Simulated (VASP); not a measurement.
Write the native input for VASP 6.6.1 that does the following.

| Item | Value |
| --- | --- |
| Task | single point |
| Functional | r2SCAN |
| Potentials or basis | VASP PAW PBE potentials, release 64 (Ga_d, N_h) |
| Cutoff | 910 eV |
| k mesh | 10 × 10 × 10 |
| Occupations | gaussian, width 0.01 eV |
| Spin | no spin polarisation |
| Dipole correction | no |
| Second run | hard_potentials |
| Further INCAR settings | ALGO = Normal; EDIFF = 1e-06; NBANDS = 16 |

Crystal: GaN.

```xyz
2
Lattice="0.0000 2.0602 2.0602 2.0602 0.0000 2.0602 2.0602 2.0602 0.0000" Properties=species:S:1:pos:R:3 pbc="T T T"
Ga    0.0000    0.0000    0.0000
N     2.0602    2.0602    2.0602
```

This cell differs from its parent crystal: strain -2.3%.

The input as run:

POSCAR

```
GaN
1.0
    0.0000000000      2.0602302361      2.0602302361
    2.0602302361      0.0000000000      2.0602302361
    2.0602302361      2.0602302361      0.0000000000
Ga N
1 1
Direct
    0.0000000000      0.0000000000      0.0000000000
    0.5000000000      0.5000000000      0.5000000000
```

INCAR.step1

```
PREC = Accurate
ENCUT = 910
ISMEAR = 0
SIGMA = 0.01
LREAL = False
LASPH = True
NELM = 120
NBANDS = 16
GGA = PE
ALGO = Normal
EDIFF = 1E-5
LWAVE = True
LCHARG = False
GGA_COMPAT = False
```

INCAR.step2

```
PREC = Accurate
ENCUT = 910
EDIFF = 1E-6
ISMEAR = 0
SIGMA = 0.01
LREAL = False
LASPH = True
NELM = 120
ALGO = Normal
ISIF = 2
LWAVE = False
LCHARG = True
METAGGA = R2SCAN
LMIXTAU = True
LELF = True
LVHAR = True
NBANDS = 16
ISTART = 1
GGA_COMPAT = False
```

KPOINTS

```
Automatic mesh
0
Gamma
  10 10 10
```

Potentials or basis: VASP PAW PBE potentials, release 64 (Ga_d, N_h).

Run with:

```console
$ cat potpaw_PBE.64/Ga_d/POTCAR potpaw_PBE.64/N_h/POTCAR > POTCAR
$ cp INCAR.step1 INCAR
$ mpirun -np 1 vasp_std > vasp.out
$ cp INCAR.step2 INCAR
$ mpirun -np 1 vasp_std > vasp.out
```

Results of the run:

```yaml
Pressure: 21.3 GPa
Band_gap_on_the_k_mesh: 1.66 eV, indirect (least direct gap 4.37 eV)
```

Caveat: the cell differs from its parent crystal (strain -2.3%); the cutoff is under 1.25 times the usual one of these potentials, so pressure, stress and relaxed cells hold a basis-set (Pulay) error; the PAW data sets were made with another functional, which shifts forces and pressure a little.

Run time: 2 min on 1 thread of AMD EPYC 7R13 Processor (Zen 3), with other jobs on the host, peak memory 0.16 GiB.
